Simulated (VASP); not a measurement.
# Sb (R-3m) in VASP: a series of runs, part 2 of 2

VASP 6.6.1. Earlier steps stand in the parts before.

### Step 5. Single point, PBE

File INCAR:

```
PREC     = Accurate       # precision mode
ENCUT    = 520            # plane-wave cutoff, eV
EDIFF    = 1E-6           # SCF threshold, eV
ISMEAR   = 1              # smearing method
SIGMA    = 1.0            # smearing width, eV
LREAL    = F              # projectors in reciprocal space
LASPH    = T              # aspherical terms in the spheres
NELM     = 100            # most SCF steps
ALGO     = Normal         # electronic algorithm
ISIF     = 2              # what is computed and relaxed
LWAVE    = F              # write WAVECAR
LCHARG   = F              # write CHGCAR
GGA      = PE             # functional
NBANDS   = 12             # bands
```

File KPOINTS:

```
regular mesh
0
Gamma
  9 9 9
```

File POSCAR:

```
Sb
1.0
    2.1879029667      1.2631863668      3.8431731385
   -2.1879029667      1.2631863668      3.8431731385
    0.0000000000     -2.5263727336      3.8431731385
Sb
2
Direct
    0.2326795448      0.2326795448      0.2326795448
    0.7673204552      0.7673204552      0.7673204552
```

Potentials or basis: VASP PAW PBE potentials, release 64 (Sb).

Started as:

```bash
$ cat potpaw_PBE.64/Sb/POTCAR > POTCAR
$ mpirun -np 1 vasp_std > vasp.out
```

OUTCAR:

```text
PREC = Accurate
   ENCUT = 520
   EDIFF = 1E-6
   ISMEAR = 1
   LREAL = F
   LASPH = T
   NELM = 100
   ISIF = 2
   GGA = PE

 ion  position               nearest neighbor table
   1  0.233  0.233  0.233-   2 2.95   2 2.95   2 2.95   2 3.43   2 3.43   2 3.43
   2  0.767  0.767  0.767-   1 2.95   1 2.95   1 2.95   1 3.43   1 3.43   1 3.43

  LATTYP: Found a trigonal (rhomboedric) cell.
 ALAT       =     4.5991889460
 COS(alpha) =     0.5473905614

  Lattice vectors:

 A1 = (   2.1879029667,   1.2631863668,   3.8431731385)
 A2 = (  -2.1879029667,   1.2631863668,   3.8431731385)
 A3 = (   0.0000000000,  -2.5263727336,   3.8431731385)

Analysis of symmetry for initial positions (statically):
=====================================================================
 Subroutine PRICEL returns:
 Original cell was already a primitive cell.

 Routine SETGRP: Setting up the symmetry group for a
 trigonal (rhombohedral) supercell.

 Subroutine GETGRP returns: Found 12 space group operations
 (whereof 12 operations were pure point group operations)
 out of a pool of 12 trial point group operations.

The static configuration has the point symmetry D_3d.

Analysis of symmetry for dynamics (positions and initial velocities):
=====================================================================
 Subroutine PRICEL returns:
 Original cell was already a primitive cell.

 Routine SETGRP: Setting up the symmetry group for a
 trigonal (rhombohedral) supercell.

 Subroutine GETGRP returns: Found 12 space group operations
 (whereof 12 operations were pure point group operations)
 out of a pool of 12 trial point group operations.

The dynamic configuration has the point symmetry D_3d.

 Subroutine INISYM returns: Found 12 space group operations
 (whereof 12 operations are pure point group operations),
 and found     1 'primitive' translations

----------------------------------------------------------------------------------------
[... 122 lines left out ...]
   LEPSILON=     F    determine dielectric tensor
   LRPA    =     F    only Hartree local field effects (RPA)
 non-spin polarized calculation
 Methfessel and Paxton  Order N= 1 SIGMA  =   1.00
  energy-cutoff  :      520.00
  volume of cell :       63.73
 maximum number of plane-waves:      1737
 NGX is ok and might be reduce to    36
   NGX = 17   NGY = 17   NGZ = 17

 number of electron      10.0000000 magnetization

 Free energy of the ion-electron system (eV)
  ---------------------------------------------------
  ext. energy  EPLUGINS =         0.00000000
  ---------------------------------------------------
  free energy    TOTEN  =        -8.22179629 eV

  energy without entropy =       -8.33930612  energy(sigma->0) =       -8.26096624

 E-fermi :   6.5537     XC(G=0):  -9.2986

 val. band max:        6.4824842630   @ k =   0.3333   0.2222   0.2222
 cond. band min:       6.6505581258   @ k =   0.4444   0.0000  -0.0000
 fundamental gap:      0.1680738628
 Fermi energy:         6.5536915844

 k-point     1 :       0.0000    0.0000    0.0000
  band No.  band energies     occupation
      1      -5.7058      2.00000
      2       1.5651      2.00000
      3       4.6821      2.02367
      4       4.9330      2.04423
      5       4.9330      2.04423
      6       8.5854     -0.01441
      7       9.2133     -0.00110
      8       9.2133     -0.00110
      9      11.8076     -0.00000
     10      11.8076     -0.00000
     11      11.9446     -0.00000
     12      13.3430     -0.00000
[... 331 lines left out ...]
 k-point    24 :       0.4444    0.4444   -0.0000
  band No.  band energies     occupation
      1      -3.6552      2.00000
      2      -1.2422      2.00000
      3       1.6818      2.00000
      4       3.1822      2.00002
      5       3.2380      2.00003
      6       8.3097     -0.03236
      7      11.2071     -0.00000
      8      11.8691     -0.00000
      9      12.6556     -0.00000
     10      15.0569     -0.00000
     11      16.0311     -0.00000
     12      17.1795     -0.00000

 [... further k-points ...]

------------------------ aborting loop because EDIFF is reached ----------------------------------------

  FORCE on cell =-STRESS in cart. coord.  units (eV):
  Direction    XX          YY          ZZ          XY          YZ          ZX
  --------------------------------------------------------------------------------------
  -------------------------------------------------------------------------------------
  Total       -0.1190356     -0.1190356      0.0063228      0.0000000      0.0000000      0.0000000
  in kB       -2.9926140     -2.9926140      0.1589573      0.0000000      0.0000000      0.0000000
  external PRESSURE =      -1.9420902 kB  Pullay stress =       0.0000000 kB

 VOLUME and BASIS-vectors are now :
 -----------------------------------------------------------------------------
  energy-cutoff  :      520.00
  volume of cell :       63.73
      direct lattice vectors                 reciprocal lattice vectors
     2.187902967  1.263186367  3.843173139     0.228529330  0.131941470  0.086733884
    -2.187902967  1.263186367  3.843173139    -0.228529330  0.131941470  0.086733884
     0.000000000 -2.526372734  3.843173139     0.000000000 -0.263882941  0.086733884

 POSITION                                       TOTAL-FORCE (eV/Angst)
 -----------------------------------------------------------------------------------
      0.00000      0.00000      2.68268         0.000000      0.000000      0.061861
      0.00000      0.00000      8.84684         0.000000     -0.000000     -0.061861
 -----------------------------------------------------------------------------------
    total drift:                               -0.000000     -0.000000     -0.000000

  FREE ENERGIE OF THE ION-ELECTRON SYSTEM (eV)
  ---------------------------------------------------
  free  energy   TOTEN  =        -8.2217962917 eV

  energy  without entropy=       -8.3393061216  energy(sigma->0) =       -8.26096624
```

OSZICAR:

```text
N       E                     dE             d eps       ncg     rms          rms(c)
DAV:   1     0.342808039765E+02    0.34281E+02   -0.35707E+03  2040   0.654E+02
DAV:   2    -0.624365200240E+01   -0.40524E+02   -0.39044E+02  2692   0.105E+02
DAV:   3    -0.820400009721E+01   -0.19603E+01   -0.19446E+01  2492   0.258E+01
DAV:   4    -0.822163053760E+01   -0.17630E-01   -0.17626E-01  2340   0.297E+00
DAV:   5    -0.822186308518E+01   -0.23255E-03   -0.23255E-03  2556   0.370E-01    0.281E+00
DAV:   6    -0.822170682684E+01    0.15626E-03   -0.24039E-03  2372   0.332E-01    0.169E+00
DAV:   7    -0.822163777449E+01    0.69052E-04   -0.58482E-03  2400   0.506E-01    0.860E-02
DAV:   8    -0.822176474663E+01   -0.12697E-03   -0.18272E-04  2492   0.819E-02    0.250E-02
DAV:   9    -0.822179557565E+01   -0.30829E-04   -0.43893E-05  2400   0.398E-02    0.456E-03
DAV:  10    -0.822179629173E+01   -0.71608E-06   -0.45173E-06  2416   0.115E-02
   1 F= -.82217963E+01 E0= -.82609662E+01  d E =0.117510E+00
```

Run time: 67 s. Hardware: 1 thread of Intel Xeon 8259CL, shared host; peak memory 0.23 GiB.

What came out:

| Item | Value |
| --- | --- |
| Free energy | -8.2218 eV |
| Pressure | -0.2 GPa |
| Largest force | 0.062 eV/Å |

Forces in eV/Å, atoms in the order of the input:
```
Sb   0.000  0.000  0.062
Sb   0.000  0.000 -0.062
```

Caveat: spin-orbit coupling is left out, which moves the levels of the heavy elements.

### Step 6. Overview

| smearing | pressure (GPa) | largest force (eV/Å) |
| --- | --- | --- |
| methfessel-paxton 0.2 eV | 0.1 | 0.02 |
| methfessel-paxton 0.3 eV | 0.1 | 0.01 |
| methfessel-paxton 0.6 eV | 0.0 | 0.02 |
| methfessel-paxton 1 eV | -0.2 | 0.06 |

Alike in all rows: task single point; level PBE; potentials or basis VASP PAW PBE potentials, release 64 (Sb); no spin polarisation; cell as given; k mesh 9 × 9 × 9; cutoff (eV) 520.

Caveats: spin-orbit coupling is left out, which moves the levels of the heavy elements.

Absolute energies hang on the potentials; compare differences alone.
